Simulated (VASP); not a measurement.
Set up this calculation in VASP 6.6.1, as the native input.

```yaml
Task: single point
Functional: PBEsol
Potentials_or_basis: VASP PAW PBE potentials, release 64 (H)
Cutoff: 520 eV
k_mesh: 8 × 8 × 4
Occupations: gaussian, width 0.02 eV
Spin: no spin polarisation
Dipole_correction: no
Further_INCAR_settings: ALGO = Normal; EDIFF = 1e-07; NBANDS = 10
```

The structure of H lies in POSCAR:

```
H
1.0
    1.6753942744     -2.7932981704      0.0218472306
    1.7007989749      2.8086295167      0.0043644260
    0.0501944605     -0.0202040596      6.3748859002
H
4
Direct
    0.6450293224      0.4270529969      1.0129839263
    0.3697348753      0.5559323180      0.0276795847
    0.4687213725      0.6205883967      0.4580991149
    0.5165132271      0.3964214249      0.5012373741
```

This cell differs from its parent crystal: atoms moved at random and the cell strained at random.

These files were run (other wordings do the same):

INCAR

```
ALGO = Normal
EDIFF = 1E-7
ENCUT = 520
GGA = PS
ISIF = 2
ISMEAR = 0
LASPH = True
LCHARG = False
LREAL = False
LWAVE = False
NBANDS = 10
NELM = 80
PREC = Accurate
SIGMA = 0.02
```

KPOINTS

```
k-points
0
Gamma
  8 8 4
```

Potentials or basis: VASP PAW PBE potentials, release 64 (H).

Command:

```bash
$ cat potpaw_PBE.64/H/POTCAR > POTCAR
$ mpirun -np 1 vasp_std > vasp.out
```

Results of the run:

```yaml
Pressure: -6.6 GPa
Largest_force: 4.347 eV/Å
Band_gap_on_the_k_mesh: 4.18 eV, direct
```

Caveat: the cell differs from its parent crystal (atoms moved at random and the cell strained at random); the PAW data sets were made with another functional, which shifts forces and pressure a little.

Wall time 44 s on 1 thread of Intel Xeon 6975P-C, on a shared host, peak memory 0.2 GiB.
